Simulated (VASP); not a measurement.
Wanted: the native input for a VASP 6.6.1 run.

```yaml
Task: single point
Functional: LDA
Potentials_or_basis: VASP PAW LDA potentials, release 64 (Pd, Te)
Cutoff: 520 eV
k_mesh: 12 × 12 × 12
Occupations: fermi-dirac, width 0.1 eV
Spin: no spin polarisation
Dipole_correction: no
Further_INCAR_settings: ALGO = Normal; EDIFF = 1e-06; NBANDS = 15
```

The structure of TePd (zincblende type) lies in POSCAR:

```
TePd
1.0
    0.0000000000      2.7363044718      2.7363044718
    2.7363044718      0.0000000000      2.7363044718
    2.7363044718      2.7363044718      0.0000000000
Pd Te
1 1
Direct
    0.0000000000      0.0000000000      0.0000000000
    0.2500000000      0.2500000000      0.2500000000
```

This cell differs from its parent crystal: volume scaled by 0.8.

One way to write it, as run:

INCAR

```
PREC = Accurate ; ENCUT = 520
EDIFF = 1E-6 ; ISMEAR = -1
SIGMA = 0.1 ; LREAL = False
LASPH = True ; NELM = 80
ALGO = Normal ; ISIF = 2
LWAVE = False ; LCHARG = True
LELF = True ; LVHAR = True
NBANDS = 15
```

KPOINTS

```
regular mesh
0
Gamma
  12 12 12
```

Potentials or basis: VASP PAW LDA potentials, release 64 (Pd, Te).

Run with:

```sh
$ cat potpaw_LDA.64/Pd/POTCAR potpaw_LDA.64/Te/POTCAR > POTCAR
$ mpirun -np 1 vasp_std > vasp.out
```

It gave:

```json
{
  "Pressure": "34.5 GPa",
  "Band gap on the k mesh": "zero (band 8 reaches 12.92 eV, above the bottom of band 9 at 7.68 eV)"
}
```

Caveat: spin-orbit coupling is left out, which moves the levels of the heavy elements.

Run time: 97 s on 1 thread of AMD EPYC 7R13 (shared host), peak memory 0.15 GiB.
